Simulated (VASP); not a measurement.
CaMg2, 6 atoms in the cell. The structure is hexagonal, space group P-62m (No. 189). Conventional cell: a = 6.005 Å, b = 6.005 Å, c = 5.535 Å, α = 90.00°, β = 90.00°, γ = 120.00°. Ca (site symmetry -6) has 9 Mg at 3.46 to 3.47 Å and 3 Ca at 3.47 Å within 4.6 Å. Mg (site symmetry m2m) has 8 Mg at 3.21 to 3.60 Å and 4 Ca at 3.46 Å within 4.2 Å. Mg (site symmetry -62m) has 6 Mg at 3.33 Å and 6 Ca at 3.47 Å within 4.4 Å. 

| Item | Value |
| --- | --- |
| Program | VASP 6.6.1 |
| Task | single point |
| Functional | PBEsol |
| Potentials or basis | VASP PAW PBE potentials, release 64 (Ca_sv, Mg) |
| Cutoff | 520 eV |
| k mesh | 5 × 5 × 4 |
| Occupations | fermi-dirac, width 0.15 eV |
| Spin | no spin polarisation |
| Dipole correction | no |
| Further INCAR settings | ALGO = Normal; EDIFF = 1e-06; NBANDS = 23 |

Potentials or basis: VASP PAW PBE potentials, release 64 (Ca_sv, Mg).

Launch:

```bash
$ cat potpaw_PBE.64/Ca_sv/POTCAR potpaw_PBE.64/Mg/POTCAR > POTCAR
$ mpirun -np 1 vasp_std > vasp.out
```

Hardware: 1 thread of Intel(R) Xeon(R) 6975P-C (Granite Rapids), on a shared host.

Q: Estimate the wall time of this run.

A: It took 45 s on 1 thread of Intel(R) Xeon(R) 6975P-C (Granite Rapids), with other jobs on the host, peak memory 0.31 GiB. Counts: scf iterations 13, k points 15.
